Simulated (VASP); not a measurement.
Runs of VASP 6.6.1 on La3Hf. The structure is cubic, space group Pm-3m (No. 221). The conventional cell has a = 5.045 Å, b = 5.045 Å, c = 5.045 Å, α = 90.00°, β = 90.00°, γ = 90.00°. Within 4.7 Å of Hf (site symmetry m-3m) lie 12 La at 3.57 Å. La (site symmetry 4/mmm) has 4 Hf at 3.57 Å and 8 La at 3.57 Å within 4.7 Å. 

| k mesh | gap on the mesh (eV) | pressure (GPa) |
| --- | --- | --- |
| 7 × 7 × 7 | none | -2.6 |
| 5 × 5 × 5 | none | -2.7 |
| 9 × 9 × 9 | none | -2.6 |
| 6 × 6 × 6 | none | (a) |

Alike in all rows: task single point; level PBEsol; potentials or basis VASP PAW PBE potentials, release 64 (Hf_pv, La); no spin polarisation; cell as given; cutoff (eV) 520; smearing gaussian 0.05 eV.

Q: Estimate the missing entries.

A: (a) -2.5.

Caveats: the PAW data sets were made with another functional, which shifts forces and pressure a little; spin-orbit coupling is left out, which moves the levels of the heavy elements.

A k mesh can miss the band edges, and the runs leave out spin-orbit coupling on Hf, La.

A gap of «none» marks levels without a gap at the run's occupations.
